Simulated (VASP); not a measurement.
# Cu: single point with PBE

Crystal: Cu.

```
CELL_PARAMETERS angstrom
2.56801 0.00000 0.00000
-1.28401 2.22396 0.00000
0.00000 0.00000 4.19353
ATOMIC_POSITIONS crystal
Cu 0.33333 0.66667 0.25000
Cu 0.66667 0.33333 0.75000
```

```
Program             : VASP 6.6.1
Task                : single point
Functional          : PBE
Potentials or basis : VASP PAW PBE potentials, release 64 (Cu)
Cutoff              : 520 eV
k mesh              : 24 × 24 × 12
Occupations         : gaussian, width 0.1 eV
Spin                : no spin polarisation
```

```yaml
Pressure: 1.2 GPa
Band_gap_on_the_k_mesh: zero (band 11 reaches 11.43 eV, above the bottom of band 12 at 5.48 eV)
```

Stress tensor (GPa, compression positive):
```
0.98 0.00 0.00
0.00 0.98 0.00
0.00 0.00 1.64
```

Levels at points of the mesh, in eV from the Fermi level:
```csv
k point,band 8,band 9,band 10,band 11,band 12,band 13,band 14,band 15
"(0.00, 0.00, 0.00)",-2.43,-2.43,-1.70,-1.70,-0.94,3.70,21.26,21.54
"(0.50, 0.00, 0.00)",-1.61,-1.57,-1.52,0.02,1.54,7.71,8.05,10.59
"(0.00, 0.00, 0.50)",-2.95,-1.92,-1.92,-1.92,-1.92,12.35,12.35,21.94
"(0.50, 0.00, 0.50)",-1.86,-1.55,-1.55,0.52,0.52,4.78,4.78,15.97
```

Run time: 75 s on 1 thread of Intel(R) Xeon(R) 6975P-C (Granite Rapids) (shared host), peak memory 0.25 GiB.
